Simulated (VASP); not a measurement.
# MoS2 (P6_3/mmc) in VASP: notebook

MoS2 is run at these levels: revPBE+D4; tasks: relaxation of shape and atoms at fixed volume.

Everything below comes from runs of VASP 6.6.1. Logs are shortened: lines on timing, memory, paths and dates and some standing lists are left out, and cuts for length are marked.

**1. The cell of the first run**

The structure is hexagonal, space group P6_3/mmc (No. 194). The conventional cell has a = 3.117 Å, b = 3.117 Å, c = 11.740 Å, α = 90.00°, β = 90.00°, γ = 120.00°. Within 3.2 Å of Mo (site symmetry -6m2) lie 6 S at 2.38 Å and 6 Mo at 3.12 Å. S (site symmetry 3m) has 3 Mo at 2.38 Å and 10 S at 3.11 to 3.29 Å within 3.3 Å.

**2. Relaxation of shape and atoms at fixed volume, revPBE+D4, collinear spin (16.46 Å³/atom)**

INCAR reads:

```
  PREC = Accurate
  ENCUT = 500
  EDIFF = 1E-7
  ISMEAR = 0
  SIGMA = 0.05
  LREAL = False
  LASPH = True
  NELM = 200
  ALGO = Normal
  ISIF = 4
  LWAVE = False
  LCHARG = False
  ISPIN = 2
  MAGMOM = 0.05 0.05 0 0 0 0
  LORBIT = 11
  LMAXMIX = 4
  GGA = RE
  IVDW = 13
  IBRION = 2
  NSW = 60
  EDIFFG = -0.01
  GGA_COMPAT = False
  NELMIN = 4
```

KPOINTS reads:

```
regular mesh
0
Gamma
  8 8 2
```

POSCAR reads:

```
MoS2
1.0
    3.1165588092      0.0000000000      0.0000000000
   -1.5582794046      2.6990191012      0.0000000000
    0.0000000000      0.0000000000     11.7400386492
Mo S
2 4
Direct
    0.3333333333      0.6666666667      0.2500000000
    0.6666666667      0.3333333333      0.7500000000
    0.3333333333      0.6666666667      0.6173948370
    0.6666666667      0.3333333333      0.1173948370
    0.3333333333      0.6666666667      0.8826051630
    0.6666666667      0.3333333333      0.3826051630
```

Potentials or basis: VASP PAW PBE potentials, release 64 (Mo_sv, S).

Launch:

```bash
$ cat potpaw_PBE.64/Mo_sv/POTCAR potpaw_PBE.64/S/POTCAR > POTCAR
$ mpirun -np 1 vasp_std > vasp.out
```

OUTCAR:

```text
PREC = Accurate
   ENCUT = 500
   EDIFF = 1E-7
   ISMEAR = 0
   LREAL = False
   LASPH = True
   NELM = 200
   ISIF = 4
   ISPIN = 2
   LORBIT = 11
   GGA = RE
   IVDW = 13
   IBRION = 2
   NSW = 60
   EDIFFG = -0.01
   NELMIN = 4

 ion  position               nearest neighbor table
   1  0.333  0.667  0.250-   4 2.38   6 2.38   4 2.38   6 2.38   4 2.38   6 2.38
   2  0.667  0.333  0.750-   3 2.38   5 2.38   3 2.38   5 2.38   3 2.38   5 2.38
   3  0.333  0.667  0.617-   2 2.38   2 2.38   2 2.38
   4  0.667  0.333  0.117-   1 2.38   1 2.38   1 2.38
   5  0.333  0.667  0.883-   2 2.38   2 2.38   2 2.38
   6  0.667  0.333  0.383-   1 2.38   1 2.38   1 2.38

  LATTYP: Found a hexagonal cell.
 ALAT       =     3.1165588092
 C/A-ratio  =     3.7669876835

  Lattice vectors:

 A1 = (   3.1165588092,   0.0000000000,   0.0000000000)
 A2 = (  -1.5582794046,   2.6990191012,   0.0000000000)
 A3 = (   0.0000000000,   0.0000000000,  11.7400386492)

Analysis of symmetry for initial positions (statically):
=====================================================================
 Subroutine PRICEL returns:
 Original cell was already a primitive cell.

 Routine SETGRP: Setting up the symmetry group for a
 hexagonal supercell.

 Subroutine GETGRP returns: Found 24 space group operations
 (whereof 12 operations were pure point group operations)
 out of a pool of 24 trial point group operations.

The static configuration has the point symmetry D_3d.
 The point group associated with its full space group is D_6h.

Analysis of symmetry for dynamics (positions and initial velocities):
=====================================================================
 Subroutine PRICEL returns:
 Original cell was already a primitive cell.

 Routine SETGRP: Setting up the symmetry group for a
 hexagonal supercell.

 Subroutine GETGRP returns: Found 24 space group operations
 (whereof 12 operations were pure point group operations)
 out of a pool of 24 trial point group operations.

The dynamic configuration has the point symmetry D_3d.
 The point group associated with its full space group is D_6h.

Analysis of structural, dynamic, and magnetic symmetry:
=====================================================================
 Subroutine PRICEL returns:
 Original cell was already a primitive cell.

 Routine SETGRP: Setting up the symmetry group for a
 hexagonal supercell.

 Subroutine GETGRP returns: Found 24 space group operations
 (whereof 12 operations were pure point group operations)
 out of a pool of 24 trial point group operations.

The overall configuration has the point symmetry D_3d.
 The point group associated with its full space group is D_6h.

 Subroutine INISYM returns: Found 24 space group operations
 (whereof 12 operations are pure point group operations),
 and found     1 'primitive' translations

----------------------------------------------------------------------------------------

                                     Primitive cell

  volume of cell :      98.7531

  direct lattice vectors                    reciprocal lattice vectors
     3.116558809  0.000000000  0.000000000     0.320866719  0.185252487  0.000000000
    -1.558279405  2.699019101  0.000000000     0.000000000  0.370504973  0.000000000
     0.000000000  0.000000000 11.740038649     0.000000000  0.000000000  0.085178595

  length of vectors
     3.116558809  3.116558809 11.740038649     0.370504973  0.370504973  0.085178595

  position of ions in fractional coordinates (direct lattice)
     0.333333333  0.666666667  0.250000000
     0.666666667  0.333333333  0.750000000
     0.333333333  0.666666667  0.617394837
     0.666666667  0.333333333  0.117394837
     0.333333333  0.666666667  0.882605163
     0.666666667  0.333333333  0.382605163

  ion indices of the primitive-cell ions
   primitive index   ion index
                 1           1
                 2           2
                 3           3
                 4           4
                 5           5
                 6           6

----------------------------------------------------------------------------------------

 KPOINTS: regular mesh

Automatic generation of k-mesh.
 Grid dimensions read from file:
 generate k-points for:    8    8    2

 Generating k-lattice:

  Cartesian coordinates                     Fractional coordinates (reciprocal lattice)
     0.040108340  0.023156561  0.000000000     0.125000000  0.000000000  0.000000000
     0.000000000  0.046313122  0.000000000     0.000000000  0.125000000  0.000000000
     0.000000000  0.000000000  0.042589298     0.000000000  0.000000000  0.500000000

  Length of vectors
     0.046313122  0.046313122  0.042589298

  Shift w.r.t. Gamma in fractional coordinates (k-lattice)
     0.000000000  0.000000000  0.000000000

 Subroutine IBZKPT returns following result:
 ===========================================

 Found     20 irreducible k-points:

 Following reciprocal coordinates:
            Coordinates               Weight
  0.000000  0.000000  0.000000      1.000000
  0.125000  0.000000  0.000000      6.000000
  0.250000  0.000000  0.000000      6.000000
  0.375000  0.000000  0.000000      6.000000
  0.500000  0.000000  0.000000      3.000000
  0.125000  0.125000  0.000000      6.000000
[... 12 lines left out ...]
  0.250000  0.250000  0.500000      6.000000
  0.375000  0.250000  0.500000      6.000000
   k-points           NKPTS =     20   k-points in BZ     NKDIM =     20   number of bands    NBANDS=     31
   number of dos      NEDOS =    301   number of ions     NIONS =      6
   total plane-waves  NPLWV =  51840
   dimension x,y,z NGX =    24 NGY =   24 NGZ =   90
   dimension x,y,z NGXF=    48 NGYF=   48 NGZF=  180
   ions per type =               2   4
   NGX,Y,Z   is equivalent  to a cutoff of  12.80, 12.80, 12.74 a.u.
   NGXF,Y,Z  is equivalent  to a cutoff of  25.60, 25.60, 25.49 a.u.
 SYSTEM =  unknown system
   PREC   = accura    normal or accurate (medium, high low for compatibility)
   ISTART =      0    job   : 0-new  1-cont  2-samecut
   ICHARG =      2    charge: 1-file 2-atom 10-const
   ISPIN  =      2    spin polarized calculation?
   LNONCOLLINEAR =      F non collinear calculations
   LSORBIT =      F    spin-orbit coupling
   LASPH  =      T    aspherical Exc in radial PAW
   ENCUT  =  500.0 eV  36.75 Ry    6.06 a.u.   5.68  5.68 21.40*2*pi/ulx,y,z
   NELM   =    200;   NELMIN=  4; NELMDL= -5     # of ELM steps
   EDIFF  = 0.1E-06   stopping-criterion for ELM
   LREAL  =      F    real-space projection
   EDIFFG = -.1E-01   stopping-criterion for IOM
   NSW    =     60    number of steps for IOM
   IBRION =      2    ionic relax: 0-MD 1-quasi-New 2-CG
   NFREE  =      1    steps in history (QN), initial steepest desc. (CG)
   ISIF   =      4    stress and relaxation
   ISYM   =      2    0-nonsym 1-usesym 2-fastsym
   POTIM  = 0.5000    time-step for ionic-motion
   TEBEG  =    0.0;   TEEND  =   0.0 temperature during run
   PSTRESS=    0.0 pullay stress
   NELECT =      52.0000    total number of electrons
   NUPDOWN=      -1.0000    fix difference up-down
   EMIN   =  10.00;   EMAX   =-10.00  energy-range for DOS
   EFERMI =   0.00;   METHOD = LEGACY
   ISMEAR =     0;   SIGMA  =   0.05  broadening in eV -4-tet -1-fermi 0-gaus
   EFERMI_NEDOS =   21; number of points for ismear=-14 and -15
   IALGO  =     38    algorithm
   IMIX   =      4    mixing-type and parameters
     AMIX     =   0.40;   BMIX     =  1.00
     AMIX_MAG =   1.60;   BMIX_MAG =  1.00
  volume/ion in A,a.u.               =      16.46       111.07
  Fermi-wavevector in a.u.,A,eV,Ry     =   1.321982  2.498185 23.778051  1.747637
  Thomas-Fermi vector in A             =   2.451697
   LORBIT       =     11    0 simple, 1 ext, 2 COOP (PROOUT), +10 PAW based schemes
   GGA     = RE    functional components
   LHFCALC =     F    Hartree Fock is set to
   AEXX    =    0.0000 exact exchange contribution
   IVDW    =    13    specifies the selected vdW correction
   LEPSILON=     F    determine dielectric tensor
   LRPA    =     F    only Hartree local field effects (RPA)
 conjugate gradient relaxation of ions
 spin polarized calculation
 Gauss-broadening in eV      SIGMA  =   0.05
  energy-cutoff  :      500.00
  volume of cell :       98.75
 maximum number of plane-waves:      2528
 NGX is ok and might be reduce to    24
   NGX = 11   NGY = 11   NGZ = 43

--------------------------------------- Ionic step        1  -------------------------------------------

 number of electron      52.0000004 magnetization       0.0003575

 number of electron      52.0000004 magnetization      -0.0000105

 Free energy of the ion-electron system (eV)
  ---------------------------------------------------
  ext. energy  EPLUGINS =         0.00000000
  ---------------------------------------------------
  free energy    TOTEN  =       -41.03671367 eV

  energy without entropy =      -41.03671367  energy(sigma->0) =      -41.03671367

------------------------ aborting loop because EDIFF is reached ----------------------------------------

  DFT-D4 for vdW energy calculation

  Edisp (eV):   -5.08430

  FORCE on cell =-STRESS in cart. coord.  units (eV):
  Direction    XX          YY          ZZ          XY          YZ          ZX
  --------------------------------------------------------------------------------------
  -------------------------------------------------------------------------------------
  Total       1.87492     1.87492     2.03725     0.00000     0.00000     0.00000
  in kB      30.41884    30.41884    33.05248     0.00000     0.00000     0.00000
  external pressure =       31.30 kB  Pullay stress =        0.00 kB
[... 203 lines left out ...]
  energy  without entropy=      -46.1316869436  energy(sigma->0) =      -46.13168694

--------------------------------------- Ionic step        6  -------------------------------------------

 number of electron      52.0000000 magnetization      -0.0000000

 Free energy of the ion-electron system (eV)
  ---------------------------------------------------
  ext. energy  EPLUGINS =         0.00000000
  ---------------------------------------------------
  free energy    TOTEN  =       -41.04530715 eV

  energy without entropy =      -41.04530715  energy(sigma->0) =      -41.04530715

 E-fermi :   9.0943     XC(G=0): -11.2508

 val. band max:        8.8170930851   @ k =   0.0000   0.0000   0.0000
 cond. band min:       9.5377320883   @ k =   0.2500   0.1250   0.0000
 fundamental gap:      0.7206390032
 Fermi energy:         9.0943222918

 spin component 1

 k-point     1 :       0.0000    0.0000    0.0000
  band No.  band energies     occupation
      1     -52.8319      1.00000
      2     -52.8319      1.00000
      3     -27.0112      1.00000
      4     -27.0110      1.00000
      5     -26.7452      1.00000
      6     -26.7452      1.00000
[... 669 lines left out ...]
     30      10.9669      0.00000
     31      11.5150      0.00000
 Fermi energy:         9.0943222918

 spin component 2

 k-point     1 :       0.0000    0.0000    0.0000
  band No.  band energies     occupation
      1     -52.8319      1.00000
      2     -52.8319      1.00000
      3     -27.0112      1.00000
      4     -27.0110      1.00000
      5     -26.7452      1.00000
      6     -26.7452      1.00000
[... 706 lines left out ...]
  FREE ENERGIE OF THE ION-ELECTRON SYSTEM (eV)
  ---------------------------------------------------
  free  energy   TOTEN  =       -46.1317321008 eV

  energy  without entropy=      -46.1317321008  energy(sigma->0) =      -46.13173210

 reached required accuracy - stopping structural energy minimisation

 total charge

# of ion       s       p       d       tot
------------------------------------------
    1        2.297   6.233   3.990  12.519
    2        2.297   6.233   3.990  12.519
    3        1.370   2.356   0.000   3.726
    4        1.370   2.356   0.000   3.726
    5        1.370   2.356   0.000   3.726
    6        1.370   2.356   0.000   3.726
--------------------------------------------------
tot         10.074  21.890   7.979  39.943

 magnetization (x)

# of ion       s       p       d       tot
------------------------------------------
    1        0.000   0.000  -0.000  -0.000
    2        0.000   0.000  -0.000  -0.000
    3       -0.000   0.000   0.000   0.000
    4       -0.000   0.000   0.000   0.000
    5       -0.000   0.000   0.000   0.000
    6       -0.000   0.000   0.000   0.000
--------------------------------------------------
tot         -0.000   0.000  -0.000  -0.000
```

It took 6.1 min on 1 thread of Intel Xeon 6975P-C (Granite Rapids), shared host; peak memory 0.29 GiB.

Results:

| Property | Result |
| --- | --- |
| Free energy | -46.1317 eV |
| Energy gained by relaxing | 1.8 meV/atom |
| Ionic steps | 6 |
| Pressure after relaxing | 1.3 GPa |
| Largest force after relaxing | 0.006 eV/Å |
| Band gap on the k mesh | 0.72 eV (least direct gap 1.99 eV) |
| Net moment | 0.00 μB per cell |
| Valence electrons inside the program's atomic spheres | Mo 12.52; S 3.73 |
| Dispersion energy per atom | -0.848 eV |

Forces in eV/Å, atoms in the order of the input:
```
Mo   0.000  0.000  0.000
Mo   0.000  0.000  0.000
S    0.000  0.000  0.006
S    0.000  0.000  0.006
S    0.000  0.000 -0.006
S    0.000  0.000 -0.006
```

Step by step:
| step | energy change (eV) | largest force (eV/Å) | pressure (GPa) | volume (Å³) |
| --- | --- | --- | --- | --- |
| 1 | 0.0000 | 0.2892 | 3.13 | 98.75 |
| 2 | -0.0076 | 0.0220 | 1.62 | 98.75 |
| 3 | -0.0077 | 0.0082 | 1.77 | 98.75 |
| 4 | -0.0104 | 0.0013 | 1.44 | 98.75 |
| 5 | -0.0107 | 0.0045 | 1.34 | 98.75 |
| 6 | -0.0107 | 0.0060 | 1.31 | 98.75 |

Final structure:
```
CELL_PARAMETERS angstrom
3.12511 0.00000 0.00000
-1.56256 2.70643 0.00000
0.00000 0.00000 11.67585
ATOMIC_POSITIONS crystal
Mo 0.33333 0.66667 0.25000
Mo 0.66667 0.33333 0.75000
S 0.33333 0.66667 0.61583
S 0.66667 0.33333 0.11583
S 0.33333 0.66667 0.88417
S 0.66667 0.33333 0.38417
```

Levels at points of the mesh, in eV from the valence-band top:
Spin up:
| k point | band 23 | band 24 | band 25 | band 26 | band 27 | band 28 | band 29 | band 30 |
| --- | --- | --- | --- | --- | --- | --- | --- | --- |
| (0.00, 0.00, 0.00) | -2.25 | -1.49 | -0.93 | 0.00 | 1.99 | 1.99 | 2.05 | 2.05 |
| (0.50, 0.00, 0.00) | -1.97 | -1.69 | -1.57 | -1.46 | 1.56 | 1.64 | 1.91 | 2.32 |
| (0.00, 0.00, 0.50) | -2.30 | -2.30 | -0.24 | -0.24 | 1.99 | 1.99 | 1.99 | 1.99 |
| (0.50, 0.00, 0.50) | -1.77 | -1.77 | -1.56 | -1.56 | 1.60 | 1.60 | 2.13 | 2.13 |
Spin down:
```
           k point  band 24  band 25  band 26  band 27  band 28  band 29
(0.00, 0.00, 0.00)    -1.49    -0.93     0.00     1.99     1.99     2.05
(0.50, 0.00, 0.00)    -1.69    -1.57    -1.46     1.56     1.64     1.91
(0.00, 0.00, 0.50)    -2.30    -0.24    -0.24     1.99     1.99     1.99
(0.50, 0.00, 0.50)    -1.77    -1.56    -1.56     1.60     1.60     2.13
```

Caveat: the PAW data sets were made with another functional, which shifts forces and pressure a little.

**3. Relaxation of shape and atoms at fixed volume, revPBE+D4, collinear spin (17.43 Å³/atom)**

This run uses another cell than the first one, of 17.43 Å³/atom.

INCAR reads:

```
PREC = Accurate
ENCUT = 500
EDIFF = 1E-7
ISMEAR = 0
SIGMA = 0.05
LREAL = F
LASPH = T
NELM = 200
ALGO = Normal
ISIF = 4
LWAVE = F
LCHARG = F
ISPIN = 2
MAGMOM = 0.05 0.05 0 0 0 0
LORBIT = 11
LMAXMIX = 4
GGA = RE
IVDW = 13
IBRION = 2
NSW = 60
EDIFFG = -0.01
GGA_COMPAT = F
NELMIN = 4
```

KPOINTS reads:

```
Automatic mesh
0
Gamma
  8 8 2
```

POSCAR reads:

```
MoS2
1.0
    3.1443398846      0.0000000000      0.0000000000
   -1.5721699423      2.7230782182      0.0000000000
    0.0000000000      0.0000000000     12.2125151840
Mo S
2 4
Direct
    0.3333333333      0.6666666667      0.2500000000
    0.6666666667      0.3333333333      0.7500000000
    0.3333333333      0.6666666667      0.6225778260
    0.6666666667      0.3333333333      0.1225778260
    0.3333333333      0.6666666667      0.8774221740
    0.6666666667      0.3333333333      0.3774221740
```

Potentials or basis: VASP PAW PBE potentials, release 64 (Mo_sv, S).

Launch:

```bash
$ cat potpaw_PBE.64/Mo_sv/POTCAR potpaw_PBE.64/S/POTCAR > POTCAR
$ mpirun -np 1 vasp_std > vasp.out
```

Wall time 3.7 min (1 thread of Intel Xeon 6975P-C (Granite Rapids), shared host); peak memory 0.3 GiB.

It converged, with:

```yaml
Free_energy: -46.1131 eV
Energy_gained_by_relaxing: 1.7 meV/atom
Ionic_steps: 7
Pressure_after_relaxing: -2.0 GPa
Band_gap_on_the_k_mesh: 0.95 eV (least direct gap 1.96 eV)
Net_moment: 0.00 μB per cell
Valence_electrons_inside_the_program's_atomic_spheres: Mo 12.47; S 3.72
Dispersion_energy_per_atom: -0.799 eV
```

Forces in eV/Å, atoms in the order of the input:
```
Mo   0.000  0.000  0.000
Mo   0.000  0.000  0.000
S    0.000  0.000  0.003
S    0.000  0.000  0.003
S    0.000  0.000 -0.003
S    0.000  0.000 -0.003
```

Step by step:
```tsv
step	energy change (eV)	largest force (eV/Å)	pressure (GPa)	volume (Å³)
1	0.0000	0.2512	-0.19	104.57
2	-0.0063	0.0029	-1.41	104.57
3	-0.0062	0.0090	-1.36	104.57
4	-0.0092	0.0024	-1.72	104.57
5	-0.0097	0.0005	-1.88	104.57
6	-0.0097	0.0065	-2.17	104.57
7	-0.0099	0.0027	-1.99	104.57
```

Final structure:
```yaml
crystal:
  lattice:
    - [3.15512, 0.00000, 0.00000]
    - [-1.57756, 2.73242, 0.00000]
    - [0.00000, 0.00000, 12.12918]
  atoms:
    - { symbol: Mo, position: [0.33333, 0.66667, 0.25000] }
    - { symbol: Mo, position: [0.66667, 0.33333, 0.75000] }
    - { symbol: S, position: [0.33333, 0.66667, 0.62101] }
    - { symbol: S, position: [0.66667, 0.33333, 0.12101] }
    - { symbol: S, position: [0.33333, 0.66667, 0.87899] }
    - { symbol: S, position: [0.66667, 0.33333, 0.37899] }
```

Levels at points of the mesh, in eV from the valence-band top:
Spin up:
```tsv
k point	band 24	band 25	band 26	band 27	band 28	band 29
(0.00, 0.00, 0.00)	-1.22	-1.12	0.00	2.09	2.09	2.13
(0.50, 0.00, 0.00)	-1.53	-1.46	-1.31	1.62	1.67	2.01
(0.00, 0.00, 0.50)	-2.18	-0.26	-0.26	2.10	2.10	2.10
(0.50, 0.00, 0.50)	-1.66	-1.38	-1.38	1.64	1.64	2.17
```
Spin down:
| k point | band 22 | band 23 | band 24 | band 25 | band 26 | band 27 | band 28 | band 29 | band 30 | band 31 |
| --- | --- | --- | --- | --- | --- | --- | --- | --- | --- | --- |
| (0.00, 0.00, 0.00) | -2.15 | -2.15 | -1.22 | -1.12 | 0.00 | 2.09 | 2.09 | 2.13 | 2.13 | 2.24 |
| (0.50, 0.00, 0.00) | -2.54 | -1.78 | -1.53 | -1.46 | -1.31 | 1.62 | 1.67 | 2.01 | 2.30 | 2.86 |
| (0.00, 0.00, 0.50) | -2.18 | -2.18 | -2.18 | -0.26 | -0.26 | 2.10 | 2.10 | 2.10 | 2.10 | 2.36 |
| (0.50, 0.00, 0.50) | -2.71 | -1.66 | -1.66 | -1.38 | -1.38 | 1.64 | 1.64 | 2.17 | 2.17 | 3.25 |

Caveat: the PAW data sets were made with another functional, which shifts forces and pressure a little. revPBE gaps usually lie below the measured ones, often by a third to a half.
